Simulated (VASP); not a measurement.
Input of a VASP 6.6.1 run:

The input INCAR:

```
ALGO = Normal
EDIFF = 1E-7
ENCUT = 520
ISIF = 2
ISMEAR = 0
LASPH = T
LCHARG = F
LREAL = F
LWAVE = F
NBANDS = 28
NELM = 60
PREC = Accurate
SIGMA = 0.01
```

Contents of KPOINTS:

```
k-points
0
Gamma
  5 5 4
```

The input POSCAR:

```
PbO
1.0
    3.9371191718      0.0000000000      0.0000000000
    0.0000000000      3.9371191718      0.0000000000
    0.0000000000      0.0000000000      4.9436007646
Pb O
2 2
Direct
    1.0000000000      0.5000000000      0.2390560996
    0.5000000000      0.0000000000      0.7609439004
    1.0000000000      0.0000000000      0.0000000000
    0.5000000000      0.5000000000      0.0000000000
```

Potentials or basis: VASP PAW LDA potentials, release 64 (Pb_d, O).

Command:

```sh
$ cat potpaw_LDA.64/Pb_d/POTCAR potpaw_LDA.64/O/POTCAR > POTCAR
$ mpirun -np 1 vasp_std > vasp.out
```

Q: Estimate the largest force.

A: 0.077 eV/Å.

Q: What does it give for the pressure?

A: 0.2 GPa.

Q: What does it give for the band gap on the k mesh?

A: 1.54 eV (least direct gap 2.35 eV).

Stress tensor (GPa, compression positive):
```
0.33 0.00 0.00
0.00 0.33 0.00
0.00 0.00 0.07
```

Caveat: spin-orbit coupling is left out, which moves the levels of the heavy elements; an odd mesh through Γ misses points on the zone boundary, where band edges can lie.
